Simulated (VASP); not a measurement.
## GeMo (rocksalt type): relaxation of cell and atoms with PBE

GeMo (rocksalt type):

```
Mo Ge
1.0
     0.00000    2.48877    2.48877
     2.48877    0.00000    2.48877
     2.48877    2.48877    0.00000
Mo Ge
1 1
Direct
  0.00000 0.00000 0.00000
  0.50000 0.50000 0.50000
```

```
Program                : VASP 6.6.1
Task                   : relaxation of cell and atoms
Functional             : PBE
Potentials or basis    : VASP PAW PBE potentials, release 64 (Mo_sv, Ge_d)
Cutoff                 : 600 eV
k mesh                 : 13 × 13 × 13
Occupations            : fermi-dirac, width 0.08 eV
Spin                   : no spin polarisation
Target pressure        : 19 GPa
Dipole correction      : no
Further INCAR settings : ALGO = Normal; EDIFF = 1e-07; IBRION = 2; EDIFFG = -0.005; NSW = 32; ISIF = 3
```

```
Relaxed volume                                             : 15.44 Å³/atom
Relaxed cell                                               : a = 3.522 Å, b = 3.522 Å, c = 3.522 Å, α = 60.00°, β = 60.00°, γ = 60.00°
Space group after relaxing (to 0.1 Å)                      : Fm-3m (No. 225)
Energy change on relaxing (the run minimises the enthalpy) : -3.3 meV/atom
Ionic steps                                                : 3
Pressure after relaxing                                    : 19.0 GPa
Band gap on the k mesh                                     : zero (bands 14 and 15 overlap by 1.92 eV)
```

Step by step:
```csv
step,energy change (eV),largest force (eV/Å),pressure (GPa),volume (Å³)
1,0.0000,0.0000,19.41,30.83
2,-0.0205,0.0000,18.10,31.01
3,-0.0066,0.0000,19.02,30.89
```

Final structure:
```xyz
2
Lattice="0.0000 2.4903 2.4903 2.4903 0.0000 2.4903 2.4903 2.4903 0.0000" Properties=species:S:1:pos:R:3 pbc="T T T"
Mo    0.0000    0.0000    0.0000
Ge    2.4903    2.4903    2.4903
```

Levels at points of the mesh, in eV from the Fermi level:
```csv
k point,band 10,band 11,band 12,band 13,band 14,band 15,band 16,band 17,band 18
"(0.00, 0.00, 0.00)",-12.21,-1.81,-1.81,-1.81,-1.06,-1.06,2.90,2.90,2.90
```

Run time: 93 s on 1 thread of AMD EPYC 7R13 Processor (Zen 3) (shared host), peak memory 0.18 GiB.

Caveat: the cell is relaxed towards a set pressure, so the run minimises the enthalpy, not the energy.
